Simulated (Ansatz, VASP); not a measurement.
Two plane-wave programs on BaBe5

The input INCAR:

```
PREC = Accurate ; ENCUT = 600
EDIFF = 1E-6 ; ISMEAR = 0
SIGMA = 0.1 ; LREAL = False
LASPH = True ; NELM = 60
ALGO = Fast ; ISIF = 3
LWAVE = False ; LCHARG = False
GGA = PE ; IBRION = 2
NSW = 100 ; EDIFFG = -0.01
```

Contents of KPOINTS:

```
Automatic mesh
0
Gamma
  12 12 10
```

File POSCAR:

```
BaBe5
1.0
    5.1307142588      0.0000000000      0.0000000000
   -2.5653571294      4.4433288877      0.0000000000
    0.0000000000      0.0000000000      3.7363553460
Ba Be
1 5
Direct
    0.0000000000      0.0000000000      0.0000000000
    0.3333333333      0.6666666667      0.0000000000
    0.6666666667      0.3333333333      0.0000000000
    0.5000000000      0.0000000000      0.5000000000
    0.5000000000      0.5000000000      0.5000000000
    0.0000000000      0.5000000000      0.5000000000
```

Input for Ansatz:

```yaml
crystal:
  lattice:
    - [5.1307142588, 0.0, 0.0]
    - [-2.5653571294, 4.4433288877, 0.0]
    - [0.0, 0.0, 3.736355346]
  atoms:
    - { symbol: Ba, position: [0.0, 0.0, 0.0] }
    - { symbol: Be, position: [0.3333333333, 0.6666666667, 0.0] }
    - { symbol: Be, position: [0.6666666667, 0.3333333333, 0.0] }
    - { symbol: Be, position: [0.5, 0.0, 0.5] }
    - { symbol: Be, position: [0.5, 0.5, 0.5] }
    - { symbol: Be, position: [0.0, 0.5, 0.5] }
basis:
  ecutwfc: 420
kpoints:
  mp_grid: { grid: [12, 12, 10] }
hamiltonian:
  xc: pbe
scf:
  occupations: { method: gaussian, width: 0.1 }
output:
  forces: true
  stress: true
  eigenvalues: true
relax:
  adjacent_minimum: "off"
  f_tol: 0.01
  max_steps: 80
  cell: { stress_tol: 0.05 }
```

Change from the starting cell: species swapped into the TbCo5 type (P6/mmm, No. 191).

Alike in both runs: task relaxation of cell and atoms; functional PBE; k mesh 12 × 12 × 10; occupations gaussian, width 0.1 eV; no spin polarisation.

|  | VASP | Ansatz |
| --- | --- | --- |
| version | VASP 6.6.1 | Ansatz 0.2.0 |
| potentials or method | VASP PAW PBE potentials, release 64 (Ba_sv, Be), cutoff 600 eV | scalar-relativistic, plane waves, PAW |
| valence electrons in the cell | 20 | 20 |

Ansatz gave:

```
gap on the k mesh at the Fermi level, each at its own relaxed structure (eV) : none
relaxed volume (Å³/atom)                                                     : 14.23
relaxed length of the cell vector where the two differ most in proportion (Å)              : 3.730
```

Task: Estimate VASP's values.

Result: gap on the k mesh at the Fermi level, each at its own relaxed structure (eV): none; relaxed volume (Å³/atom): 14.36; relaxed length of the cell vector where the two differ most in proportion (Å): 3.746.

A gap of «none» marks a metal or a gap that the smearing closes.

Spin-orbit coupling is off throughout.
